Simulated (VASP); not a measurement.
Wanted: the native input for a VASP 6.6.1 run.

```
Task                   : single point
Functional             : PBEsol
Potentials or basis    : VASP PAW PBE potentials, release 64 (Na_pv, H)
Cutoff                 : 520 eV
k mesh                 : 11 × 11 × 11
Occupations            : fermi-dirac, width 0.02 eV
Spin                   : no spin polarisation
Dipole correction      : no
Further INCAR settings : ALGO = Normal; EDIFF = 1e-06; NBANDS = 11
```

The structure of NaH lies in POSCAR:

```
NaH
1.0
    0.0000000000      2.4022262428      2.4022262428
    2.4022262428      0.0000000000      2.4022262428
    2.4022262428      2.4022262428      0.0000000000
Na H
1 1
Direct
    0.0000000000      0.0000000000      0.0000000000
    0.5000000000      0.5000000000      0.5000000000
```

This cell differs from its parent crystal: volume scaled by 1.02.

One way to write it, as run:

INCAR

```
PREC = Accurate
ENCUT = 520
EDIFF = 1E-6
ISMEAR = -1
SIGMA = 0.02
LREAL = False
LASPH = True
NELM = 80
ALGO = Normal
ISIF = 2
LWAVE = False
LCHARG = False
GGA = PS
NBANDS = 11
```

KPOINTS

```
regular mesh
0
Gamma
  11 11 11
```

Potentials or basis: VASP PAW PBE potentials, release 64 (Na_pv, H).

Run with:

```console
$ cat potpaw_PBE.64/Na_pv/POTCAR potpaw_PBE.64/H/POTCAR > POTCAR
$ mpirun -np 1 vasp_std > vasp.out
```

Results of the run:

| Item | Value |
| --- | --- |
| Pressure | -0.2 GPa |
| Band gap on the k mesh | 3.80 eV, indirect (least direct gap 4.60 eV) |

Caveat: the PAW data sets were made with another functional, which shifts forces and pressure a little.

Wall time 14 s on 1 thread of AMD EPYC 7R13 Processor (Zen 3), on a shared host, peak memory 0.12 GiB.
